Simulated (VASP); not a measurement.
A run of VASP 6.6.1 is set up as follows.

Contents of INCAR:

```
SYSTEM = ZnS
PREC = Accurate
ENCUT = 520
EDIFF = 1E-6
ISMEAR = 0
SIGMA = 0.01
LREAL = .False.
LASPH = .True.
NELM = 60
ALGO = Normal
ISIF = 2
LWAVE = .False.
LCHARG = .False.
GGA = PE
NBANDS = 26
```

File KPOINTS:

```
Automatic mesh
0
Gamma
  6 6 4
  0 0 0
```

POSCAR

```
ZnS
1.0
    3.7594936861      0.0000000000      0.0000000000
   -1.8797468431      3.2558172212      0.0000000000
    0.0000000000      0.0000000000      6.1497464286
Zn S
2 2
Direct
    0.3333333333      0.6666666667      0.0000000000
    0.6666666667      0.3333333333      0.5000000000
    0.3333333333      0.6666666667      0.3850000000
    0.6666666667      0.3333333333      0.8850000000
```

Potentials or basis: VASP PAW PBE potentials, release 64 (Zn, S).

Command:

```bash
$ cat potpaw_PBE.64/Zn/POTCAR potpaw_PBE.64/S/POTCAR > POTCAR
$ mpirun -np 1 vasp_std > vasp.out
```

What does it give for the band gap on the k mesh?

2.45 eV, direct.

Predict the pressure.

6.1 GPa.

Forces in eV/Å, atoms in the order of the input:
```
Zn   0.000  0.000  0.376
Zn   0.000  0.000  0.376
S    0.000  0.000 -0.376
S    0.000  0.000 -0.376
```

PBE gaps usually lie below the measured ones, often by a third to a half.
